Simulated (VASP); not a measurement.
Si24NO48 (a cell with a defect): single point with PBEsol

Si24NO48 (a cell with a defect):

```xyz
73
Lattice="9.9016 0.0000 0.0000 -4.9508 8.5751 0.0000 0.0000 0.0000 10.8859" Properties=species:S:1:pos:R:3 pbc="T T T"
Si    2.3523    0.0261    1.7705
Si   -2.6988    8.5054    7.3013
Si   -0.1418    4.3444    1.8347
Si   -0.1215    4.2624    7.2850
Si    7.2709    0.0199    1.7989
Si    2.3544    8.5525    7.2535
Si    4.7940    4.3636    1.7846
Si    4.8663    4.2662    7.2766
Si   -1.1490    2.0472    3.5742
Si    8.7095    2.0128    9.0993
Si   -3.6063    6.3260    3.6144
Si    6.2725    6.2406    9.1308
Si    4.0252    1.9916    3.4618
Si    3.7378    2.0145    9.0888
Si    1.3233    6.3260    3.6504
Si    1.3279    6.3093    9.0587
Si    1.2927    2.3236    0.0185
Si    1.1379    2.1261    5.5102
Si   -1.1397    6.5804   10.8824
Si   -1.1450    6.5444    5.4479
Si    6.2073    2.2607   10.8762
Si    6.3741    2.2740    5.4340
Si    3.7762    6.5952   10.8817
Si    3.8242    6.5427    5.4531
O     1.4203    1.2142    1.2041
O     1.1771    0.9478    6.5931
O    -1.0666    5.5195    1.2198
O    -1.0365    5.3811    6.5703
O     6.2868    1.1604    1.1883
O     6.3752    1.1022    6.5435
O     3.8093    5.4908    1.1902
O     3.9251    5.3902    6.5954
O     3.3761    0.6341    2.9194
O     3.1250    0.6542    8.4558
O     0.7920    4.9228    3.0317
O     0.8261    4.8999    8.4269
O     8.2161    0.6596    2.9577
O     8.1996    0.6244    8.4419
O     5.7835    4.9537    2.9203
O     5.7729    4.8401    8.4847
O     2.7455    2.5840   10.2345
O     0.3024    6.8673    4.7977
O     0.3175    6.8158   10.2228
O     7.8683    2.5274    4.8517
O     7.6660    2.5255   10.2308
O     5.2686    6.8046    4.7716
O     5.2757    6.7719   10.2939
O     0.3717    1.7969    4.1477
O     0.2610    1.7805    9.7768
O    -2.1537    6.0585    4.2752
O    -2.1504    6.0189    9.7450
O     5.4734    1.8472    4.1212
O     5.1929    1.7158    9.7300
O     2.7732    6.0446    4.3187
O     2.7998    6.0842    9.6939
O    -1.1137    3.1931    2.4405
O    -1.0801    3.1264    7.9168
O    -3.5177    7.4886    2.4838
O    -3.5976    7.3334    7.9358
O     3.8197    3.2489    2.5052
O     3.8805    3.1351    7.9093
O     1.4128    7.4339    2.4680
O     1.3813    7.4160    7.8726
O     0.7863    3.7196    0.6607
O     0.8470    3.5669    6.1415
O    -1.6840    7.9951    0.5845
O    -1.7147    7.8967    6.1551
O     5.6563    3.6538    0.6167
O     5.7956    3.6328    6.0966
O     3.2557    8.0009    0.6132
O     3.3374    7.9287    6.1256
O     3.6163    1.7635    5.9784
N     2.9606    2.1188    5.0119
```

```yaml
Program: VASP 6.6.1
Task: single point
Functional: PBEsol
Potentials_or_basis: VASP PAW PBE potentials, release 64 (Si, O, N)
Cutoff: 520 eV
k_mesh: 1 × 1 × 1, shifted
Occupations: fermi-dirac, width 0.05 eV
Spin: collinear spin
Dipole_correction: no
Charge: 1
Further_INCAR_settings: LREAL = Auto; ALGO = Normal; EDIFF = 1e-06; NBANDS = 240; ISYM = -1; NELECT = 388.0
```

```json
{
 "Largest force": "0.817 eV/Å",
 "Net moment": "0.00 μB per cell",
 "Valence electrons inside the program's atomic spheres": "Si 1.64, 1.63, 1.65, 1.66 (each value once); O 5.22, 5.21, 5.23, 5.20, 5.00 (each value once); N 3.80"
}
```

Forces on the atoms (eV/Å):
```
Si  -0.007  0.013  0.018
Si  -0.007  0.024 -0.006
Si  -0.018 -0.007  0.003
Si  -0.004 -0.008 -0.013
Si  -0.017  0.004  0.008
Si  -0.020  0.008 -0.001
Si  -0.022 -0.015  0.003
Si  -0.009 -0.017 -0.004
Si   0.026 -0.016  0.005
Si   0.000 -0.014 -0.001
Si   0.012 -0.012 -0.009
Si   0.009 -0.017  0.005
Si  -0.063 -0.008  0.054
Si   0.005 -0.020 -0.016
Si   0.007 -0.008  0.000
Si   0.001 -0.018 -0.004
Si   0.006  0.012  0.005
Si   0.071  0.001 -0.049
Si   0.007  0.023  0.000
Si   0.004  0.010  0.013
Si   0.003  0.021 -0.001
Si   0.000  0.019 -0.009
Si   0.007  0.014 -0.003
Si   0.009  0.010  0.009
O   -0.021  0.016  0.006
O   -0.009 -0.018  0.026
O   -0.018  0.012  0.015
O   -0.014  0.009  0.005
O   -0.021  0.008  0.014
O   -0.013 -0.005  0.014
O   -0.031  0.019  0.003
O   -0.016  0.015  0.005
O   -0.017 -0.050 -0.017
O   -0.003 -0.009  0.003
O    0.003 -0.021  0.013
O    0.012 -0.012  0.017
O   -0.005 -0.030  0.005
O    0.000 -0.016  0.011
O    0.002 -0.016  0.011
O    0.008 -0.015  0.016
O    0.013  0.016  0.014
O    0.022  0.012  0.004
O    0.017  0.010  0.010
O    0.022  0.015  0.016
O    0.016  0.014  0.009
O    0.012  0.008  0.011
O    0.015  0.013  0.013
O   -0.008 -0.008 -0.044
O    0.017 -0.011 -0.008
O    0.015 -0.008 -0.011
O    0.018 -0.015 -0.014
O    0.040 -0.006  0.015
O    0.012 -0.016 -0.011
O    0.012 -0.012 -0.010
O    0.021 -0.010 -0.005
O   -0.017  0.006 -0.018
O   -0.016 -0.014 -0.005
O   -0.016 -0.010 -0.002
O   -0.027 -0.023 -0.007
O   -0.018  0.032 -0.030
O   -0.015 -0.006 -0.018
O   -0.017 -0.016 -0.007
O   -0.019 -0.010 -0.009
O    0.000  0.022 -0.010
O   -0.002  0.045  0.010
O    0.015  0.010 -0.022
O    0.006  0.010 -0.014
O    0.002  0.009 -0.008
O   -0.004  0.021 -0.004
O    0.004  0.018 -0.012
O    0.007  0.018 -0.019
O    0.428 -0.246  0.652
N   -0.409  0.243 -0.624
```

Levels at points of the mesh, in eV from the Fermi level:
Spin up:
| k point | band 191 | band 192 | band 193 | band 194 | band 195 | band 196 | band 197 | band 198 |
| --- | --- | --- | --- | --- | --- | --- | --- | --- |
| (0.25, 0.25, 0.25) | -0.84 | -0.80 | -0.78 | -0.63 | 0.62 | 5.67 | 6.28 | 6.32 |
Spin down:
```tsv
k point	band 192	band 193	band 194	band 195	band 196	band 197
(0.25, 0.25, 0.25)	-0.80	-0.78	-0.63	0.62	5.67	6.28
```

Wall time 5.3 min on 4 MPI ranks on Intel(R) Xeon(R) Platinum 8488C (Sapphire Rapids), on a shared host, peak memory 0.57 GiB a rank.

Caveat: the cell carries a net charge on a neutralising background, which shifts energy and pressure; the cell is charged against a uniform background, so pressure and absolute levels hang on convention; the standard files for N, O and F lose accuracy on very short bonds; the PAW data sets were made with another functional, which shifts forces and pressure a little.
